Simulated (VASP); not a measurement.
# MnO2 (P4_2/mnm) in VASP: notebook

MnO2 is run at these levels: PBE+U; tasks: single point.

Everything below comes from runs of VASP 6.6.1. Logs are shortened: lines on timing, memory, paths and dates and some standing lists are left out, and cuts for length are marked.

### Step 1. The cell of the first run

It takes space group P4_2/mnm (No. 136, tetragonal). Conventional cell: a = 4.456 Å, b = 4.456 Å, c = 2.767 Å, α = 90.00°, β = 90.00°, γ = 90.00°. Mn (site symmetry mmm) has 6 O at 1.86 to 1.91 Å within 2.5 Å. O (site symmetry m2m) has 3 Mn at 1.86 to 1.91 Å and 1 O at 2.49 Å within 2.5 Å.

### Step 2. Single point, PBE+U, collinear spin, ferromagnetic start (strain along c alone, the other axes held: -6.0 %, then relaxed in part)

File INCAR:

```
ALGO = Normal
EDIFF = 1E-6
ENCUT = 520
GGA = PE
ISIF = 2
ISMEAR = 0
ISPIN = 2
LASPH = True
LCHARG = False
LDAU = True
LDAUJ = 0 0
LDAUL = 2 -1
LDAUPRINT = 1
LDAUTYPE = 2
LDAUU = 3.9 0
LMAXMIX = 4
LORBIT = 11
LREAL = False
LWAVE = False
MAGMOM = 3.05 3.05 0 0 0 0
NBANDS = 38
NELM = 150
PREC = Accurate
SIGMA = 0.1
```

File KPOINTS:

```
k-points
0
Gamma
  8 8 12
```

File POSCAR:

```
MnO2
1.0
    4.4557270880      0.0000000000      0.0000000000
    0.0000000000      4.4557270880      0.0000000000
    0.0000000000      0.0000000000      2.7667589029
Mn O
2 4
Direct
    0.0000000000      0.0000000000      0.0000000000
    0.5000000000      0.5000000000      0.5000000000
    0.3023934074      0.3023934074      0.0000000000
    0.1976065926      0.8023934074      0.5000000000
    0.6976065926      0.6976065926      0.0000000000
    0.8023934074      0.1976065926      0.5000000000
```

Potentials or basis: VASP PAW PBE potentials, release 64 (Mn_pv, O).

Started as:

```
$ cat potpaw_PBE.64/Mn_pv/POTCAR potpaw_PBE.64/O/POTCAR > POTCAR
$ mpirun -np 1 vasp_std > vasp.out
```

OUTCAR:

```text
EDIFF = 1E-6
   ENCUT = 520
   GGA = PE
   ISIF = 2
   ISMEAR = 0
   ISPIN = 2
   LASPH = True
   LORBIT = 11
   LREAL = False
   NELM = 150
   PREC = Accurate

 ion  position               nearest neighbor table
   1  0.000  0.000  0.000-   4 1.86   6 1.86   4 1.86   6 1.86   5 1.91   3 1.91
   2  0.500  0.500  0.500-   3 1.86   5 1.86   3 1.86   5 1.86   4 1.91   6 1.91
   3  0.302  0.302  0.000-   2 1.86   2 1.86   1 1.91
   4  0.198  0.802  0.500-   1 1.86   1 1.86   2 1.91
   5  0.698  0.698  0.000-   2 1.86   2 1.86   1 1.91
   6  0.802  0.198  0.500-   1 1.86   1 1.86   2 1.91

  LATTYP: Found a simple tetragonal cell.
 ALAT       =     4.4557270880
 C/A-ratio  =     0.6209444269

  Lattice vectors:

 A1 = (   4.4557270880,   0.0000000000,   0.0000000000)
 A2 = (   0.0000000000,   4.4557270880,   0.0000000000)
 A3 = (   0.0000000000,   0.0000000000,   2.7667589029)

Analysis of symmetry for initial positions (statically):
=====================================================================
 Subroutine PRICEL returns:
 Original cell was already a primitive cell.

 Routine SETGRP: Setting up the symmetry group for a
 simple tetragonal supercell.

 Subroutine GETGRP returns: Found 16 space group operations
 (whereof  8 operations were pure point group operations)
 out of a pool of 16 trial point group operations.

The static configuration has the point symmetry D_2h.
 The point group associated with its full space group is D_4h.

Analysis of symmetry for dynamics (positions and initial velocities):
=====================================================================
 Subroutine PRICEL returns:
 Original cell was already a primitive cell.

 Routine SETGRP: Setting up the symmetry group for a
 simple tetragonal supercell.

 Subroutine GETGRP returns: Found 16 space group operations
 (whereof  8 operations were pure point group operations)
 out of a pool of 16 trial point group operations.

The dynamic configuration has the point symmetry D_2h.
 The point group associated with its full space group is D_4h.

Analysis of structural, dynamic, and magnetic symmetry:
=====================================================================
 Subroutine PRICEL returns:
 Original cell was already a primitive cell.

 Routine SETGRP: Setting up the symmetry group for a
 simple tetragonal supercell.

 Subroutine GETGRP returns: Found 16 space group operations
[... 217 lines left out ...]
  o =  0.9557  v = -0.4668  0.0000  0.8843  0.0000  0.0000  0.0000  0.0000  0.0000  0.0000  0.0000      0.0000  0.0000  0.0000  0.0000  0.0000  0.0000  0.0000  0.0000  0.0000  0.0000
  o =  0.9659  v =  0.0000  0.7071  0.0000 -0.7071 -0.0000  0.0000  0.0000  0.0000  0.0000  0.0000      0.0000  0.0000  0.0000  0.0000  0.0000  0.0000  0.0000  0.0000  0.0000  0.0000
  o =  0.9742  v =  0.0000  0.0000 -0.0000  0.0000  1.0000  0.0000  0.0000  0.0000  0.0000  0.0000      0.0000  0.0000  0.0000  0.0000  0.0000  0.0000  0.0000  0.0000  0.0000  0.0000

 number of electron      49.9999985 magnetization       6.0072916

 Free energy of the ion-electron system (eV)
  ---------------------------------------------------
  ext. energy  EPLUGINS =         0.00000000
  ---------------------------------------------------
  free energy    TOTEN  =       -42.07887459 eV

  energy without entropy =      -42.07842865  energy(sigma->0) =      -42.07865162

 E-fermi :   5.2534     XC(G=0): -12.0679

 val. band max:        5.2514905714   @ k =   0.0000   0.0000   0.0000
 cond. band min:       5.3942482173   @ k =   0.1250   0.0000   0.0000
 fundamental gap:      0.1427576459
 Fermi energy:         5.2534393506

 spin component 1

 k-point     1 :       0.0000    0.0000    0.0000
  band No.  band energies     occupation
      1     -45.6622      1.00000
      2     -45.6557      1.00000
      3     -45.6474      1.00000
      4     -45.6474      1.00000
      5     -45.6095      1.00000
      6     -45.6095      1.00000
[... 1913 lines left out ...]
     36      19.1674      0.00000
     37      21.5403      0.00000

 [... further k-points ...]

 [bands above 37 left out]

------------------------ aborting loop because EDIFF is reached ----------------------------------------

  FORCE on cell =-STRESS in cart. coord.  units (eV):
  Direction    XX          YY          ZZ          XY          YZ          ZX
  --------------------------------------------------------------------------------------
  -------------------------------------------------------------------------------------
  Total        3.3247020      3.3247020      9.7881667     -0.0000000      0.0000000      0.0000000
  in kB       96.9738916     96.9738916    285.4982545     -0.0000000      0.0000000      0.0000000
  external PRESSURE =     159.8153459 kB  Pullay stress =       0.0000000 kB

 VOLUME and BASIS-vectors are now :
 -----------------------------------------------------------------------------
  energy-cutoff  :      520.00
  volume of cell :       54.93
      direct lattice vectors                 reciprocal lattice vectors
     4.455727088  0.000000000  0.000000000     0.224430263  0.000000000  0.000000000
     0.000000000  4.455727088  0.000000000     0.000000000  0.224430263  0.000000000
     0.000000000  0.000000000  2.766758903     0.000000000  0.000000000  0.361433734

 POSITION                                       TOTAL-FORCE (eV/Angst)
 -----------------------------------------------------------------------------------
      0.00000      0.00000      0.00000        -0.000000      0.000000      0.000000
      2.22786      2.22786      1.38338        -0.000000      0.000000      0.000000
      1.34738      1.34738      0.00000        -0.034295     -0.034295     -0.000000
      0.88048      3.57525      1.38338         0.034295     -0.034295      0.000000
      3.10834      3.10834      0.00000         0.034295      0.034295      0.000000
      3.57525      0.88048      1.38338        -0.034295      0.034295      0.000000
 -----------------------------------------------------------------------------------
    total drift:                                0.000000      0.000000      0.000000

  FREE ENERGIE OF THE ION-ELECTRON SYSTEM (eV)
  ---------------------------------------------------
  free  energy   TOTEN  =       -42.0788745931 eV

  energy  without entropy=      -42.0784286497  energy(sigma->0) =      -42.07865162

 total charge

# of ion       s       p       d       tot
------------------------------------------
    1        0.367   6.498   4.859  11.724
    2        0.367   6.498   4.859  11.724
    3        1.568   3.495   0.000   5.063
    4        1.568   3.495   0.000   5.063
    5        1.568   3.495   0.000   5.063
    6        1.568   3.495   0.000   5.063
--------------------------------------------------
tot          7.006  26.977   9.719  43.701

 magnetization (x)

# of ion       s       p       d       tot
------------------------------------------
    1        0.017   0.029   2.920   2.966
    2        0.017   0.029   2.920   2.966
    3       -0.002  -0.010   0.000  -0.012
    4       -0.002  -0.010   0.000  -0.012
    5       -0.002  -0.010   0.000  -0.012
    6       -0.002  -0.010   0.000  -0.012
--------------------------------------------------
tot          0.026   0.017   5.840   5.883
```

OSZICAR:

```text
N       E                     dE             d eps       ncg     rms          rms(c)
DAV:   1     0.628520030906E+03    0.62852E+03   -0.27204E+04 16464   0.158E+03
DAV:   2     0.164511775642E+01   -0.62687E+03   -0.57180E+03 16672   0.476E+02
DAV:   3    -0.548327695538E+02   -0.56478E+02   -0.55513E+02 17784   0.154E+02
DAV:   4    -0.557781248868E+02   -0.94536E+00   -0.94368E+00 17928   0.212E+01
DAV:   5    -0.557869699453E+02   -0.88451E-02   -0.88444E-02 17372   0.213E+00    0.455E+01
DAV:   6    -0.455893494582E+02    0.10198E+02   -0.70141E+01 19204   0.955E+01    0.425E+01
DAV:   7    -0.430927600543E+02    0.24966E+01   -0.39629E+01 17334   0.721E+01    0.202E+01
DAV:   8    -0.421200400873E+02    0.97272E+00   -0.29827E+00 17318   0.175E+01    0.809E+00
DAV:   9    -0.421136960485E+02    0.63440E-02   -0.76762E-01 19844   0.114E+01    0.410E+00
DAV:  10    -0.420721456285E+02    0.41550E-01   -0.37650E-01 17762   0.675E+00    0.148E+00
DAV:  11    -0.420780886786E+02   -0.59431E-02   -0.18686E-02 17496   0.894E-01    0.426E-01
DAV:  12    -0.420786432557E+02   -0.55458E-03   -0.10768E-03 18056   0.278E-01    0.200E-01
DAV:  13    -0.420788066137E+02   -0.16336E-03   -0.57079E-04 17412   0.211E-01    0.736E-02
DAV:  14    -0.420788676966E+02   -0.61083E-04   -0.57575E-05 17034   0.574E-02    0.266E-02
DAV:  15    -0.420788731975E+02   -0.55009E-05   -0.10195E-05 17282   0.210E-02    0.127E-02
DAV:  16    -0.420788743413E+02   -0.11438E-05   -0.95038E-07 10464   0.110E-02    0.494E-03
DAV:  17    -0.420788745931E+02   -0.25186E-06   -0.33065E-07  9168   0.467E-03
   1 F= -.42078875E+02 E0= -.42078652E+02  d E =-.445943E-03  mag=     6.0072
```

Run time: 4.1 min. Hardware: 1 thread of Intel Xeon Platinum 8488C (Sapphire Rapids), shared host; peak memory 0.4 GiB.

Results:

* Free energy: -42.0789 eV
* Pressure: 16.0 GPa
* Largest force: 0.049 eV/Å
* Band gap on the k mesh: zero (filled and empty bands overlap)
* Net moment: 6.01 μB per cell
* Site moments: Mn +2.97; O -0.01 μB
* Valence electrons inside the program's atomic spheres: Mn 11.72; O 5.06

Forces in eV/Å, atoms in the order of the input:
```
Mn   0.000  0.000  0.000
Mn   0.000  0.000  0.000
O   -0.034 -0.034  0.000
O    0.034 -0.034  0.000
O    0.034  0.034  0.000
O   -0.034  0.034  0.000
```

Levels at points of the mesh, in eV from the Fermi level:
Spin up:
```tsv
k point	band 26	band 27	band 28	band 29	band 30	band 31
(0.00, 0.00, 0.00)	-0.80	-0.80	-0.33	-0.07	2.95	2.95
(0.50, 0.00, 0.00)	-1.46	-0.88	-0.88	2.26	2.26	2.78
(0.50, 0.50, 0.00)	-1.80	-0.30	-0.30	1.37	1.37	2.91
(0.00, 0.00, 0.50)	-1.50	-0.48	-0.48	1.27	1.27	2.18
(0.50, 0.00, 0.50)	-1.48	-0.45	-0.45	0.29	0.29	3.55
(0.50, 0.50, 0.50)	-0.98	-0.67	-0.67	2.03	2.03	2.21
```
Spin down:
```tsv
k point	band 19	band 20	band 21	band 22	band 23	band 24	band 25	band 26
(0.00, 0.00, 0.00)	-1.20	-0.70	-0.70	0.00	1.43	1.56	2.10	2.10
(0.50, 0.00, 0.00)	-2.21	-2.21	-0.87	-0.87	2.09	2.09	2.71	2.71
(0.50, 0.50, 0.00)	-1.98	-1.98	-1.74	-1.74	1.37	1.37	2.11	2.11
(0.00, 0.00, 0.50)	-2.52	-2.52	-2.01	-2.01	2.75	2.75	2.86	2.86
(0.50, 0.00, 0.50)	-2.41	-2.41	-1.26	-1.26	1.71	1.71	2.60	2.60
(0.50, 0.50, 0.50)	-1.39	-1.39	-1.14	-1.14	2.43	2.43	2.85	2.85
```

Eigenvalues of the final occupation matrices:
```tsv
site	spin	trace	eigenvalues
site 1 d	1	3.91	0.50 0.51 0.96 0.97 0.97
site 1 d	2	0.99	0.08 0.12 0.12 0.31 0.36
site 2 d	1	3.91	0.50 0.51 0.96 0.97 0.97
site 2 d	2	0.99	0.08 0.12 0.12 0.31 0.36
```

Caveat: the cell differs from its parent crystal (strain along c alone, the other axes held: -6.0 %, then relaxed in part); the stress differs along the axes, from 10 to 29 GPa; the run started ferromagnetic, and an antiferromagnetic order may lie lower in energy. The state reached can hang on the start; a lower one may exist.

### Step 3. Single point, PBE+U, collinear spin, ferromagnetic start (strain along c alone, the other axes held: -4.0 %, then relaxed in part)

File INCAR:

```
PREC = Accurate
ENCUT = 520
EDIFF = 1E-6
ISMEAR = 0
SIGMA = 0.1
LREAL = False
LASPH = True
NELM = 150
ALGO = Normal
ISIF = 2
LWAVE = False
LCHARG = False
ISPIN = 2
MAGMOM = 3.05 3.05 0 0 0 0
LORBIT = 11
LMAXMIX = 4
LDAU = True
LDAUTYPE = 2
LDAUL = 2 -1
LDAUU = 3.9 0
LDAUJ = 0 0
LDAUPRINT = 1
GGA = PE
NBANDS = 38
```

File KPOINTS:

```
regular mesh
0
Gamma
  8 8 12
```

File POSCAR:

```
MnO2
1.0
    4.4557270880      0.0000000000      0.0000000000
    0.0000000000      4.4557270880      0.0000000000
    0.0000000000      0.0000000000      2.8256261135
Mn O
2 4
Direct
    0.0000000000      0.0000000000      0.0000000000
    0.5000000000      0.5000000000      0.5000000000
    0.3038263324      0.3038263324      0.0000000000
    0.1961736676      0.8038263324      0.5000000000
    0.6961736676      0.6961736676      0.0000000000
    0.8038263324      0.1961736676      0.5000000000
```

Potentials or basis: VASP PAW PBE potentials, release 64 (Mn_pv, O).

Started as:

```
$ cat potpaw_PBE.64/Mn_pv/POTCAR potpaw_PBE.64/O/POTCAR > POTCAR
$ mpirun -np 1 vasp_std > vasp.out
```

It took 5.1 min on 1 thread of Intel Xeon Platinum 8488C (Sapphire Rapids), shared host; peak memory 0.41 GiB.

It converged, with:

```
Free energy                                           : -42.2479 eV
Pressure                                              : 10.1 GPa
Largest force                                         : 0.043 eV/Å
Band gap on the k mesh                                : zero (filled and empty bands overlap)
Net moment                                            : 6.01 μB per cell
Site moments                                          : Mn +3.01; O -0.03 μB
Valence electrons inside the program's atomic spheres : Mn 11.66; O 5.05
```

Forces in eV/Å, atoms in the order of the input:
```
Mn   0.000  0.000  0.000
Mn   0.000  0.000  0.000
O   -0.030 -0.030  0.000
O    0.030 -0.030  0.000
O    0.030  0.030  0.000
O   -0.030  0.030  0.000
```

Stress tensor (GPa, compression positive):
```
 6.17  0.00  0.00
 0.00  6.17  0.00
 0.00  0.00 17.91
```

Levels at points of the mesh, in eV from the Fermi level:
Spin up:
| k point | band 26 | band 27 | band 28 | band 29 | band 30 | band 31 |
| --- | --- | --- | --- | --- | --- | --- |
| (0.00, 0.00, 0.00) | -0.72 | -0.72 | -0.43 | -0.07 | 2.84 | 2.84 |
| (0.50, 0.00, 0.00) | -1.53 | -0.86 | -0.86 | 2.18 | 2.18 | 2.67 |
| (0.50, 0.50, 0.00) | -1.67 | -0.30 | -0.30 | 1.26 | 1.26 | 2.80 |
| (0.00, 0.00, 0.50) | -1.45 | -0.48 | -0.48 | 1.19 | 1.19 | 1.94 |
| (0.50, 0.00, 0.50) | -1.40 | -0.47 | -0.47 | 0.15 | 0.15 | 3.38 |
| (0.50, 0.50, 0.50) | -0.92 | -0.65 | -0.65 | 1.93 | 1.93 | 1.97 |
Spin down:
```
           k point  band 19  band 20  band 21  band 22  band 23  band 24  band 25  band 26
(0.00, 0.00, 0.00)    -1.27    -0.66    -0.66     0.03     1.56     1.69     2.11     2.11
(0.50, 0.00, 0.00)    -2.29    -2.29    -0.83    -0.83     2.20     2.20     2.70     2.70
(0.50, 0.50, 0.00)    -2.08    -2.08    -1.66    -1.66     1.50     1.50     2.11     2.11
(0.00, 0.00, 0.50)    -2.46    -2.46    -1.94    -1.94     2.77     2.77     2.77     2.77
(0.50, 0.00, 0.50)    -2.34    -2.34    -1.21    -1.21     1.78     1.78     2.56     2.56
(0.50, 0.50, 0.50)    -1.32    -1.32    -1.09    -1.09     2.46     2.46     2.91     2.91
```

Eigenvalues of the final occupation matrices:
| site | spin | trace | eigenvalues |
| --- | --- | --- | --- |
| site 1 d | 1 | 3.91 | 0.51 0.51 0.95 0.97 0.97 |
| site 1 d | 2 | 0.95 | 0.07 0.11 0.12 0.30 0.35 |
| site 2 d | 1 | 3.91 | 0.51 0.51 0.95 0.97 0.97 |
| site 2 d | 2 | 0.95 | 0.07 0.11 0.12 0.30 0.35 |

Caveat: the cell differs from its parent crystal (strain along c alone, the other axes held: -4.0 %, then relaxed in part); the stress differs along the axes, from 6 to 18 GPa; the run started ferromagnetic, and an antiferromagnetic order may lie lower in energy. The state reached can hang on the start; a lower one may exist.

The gap in the log of VASP goes by the Fermi energy; the results here count the filled bands.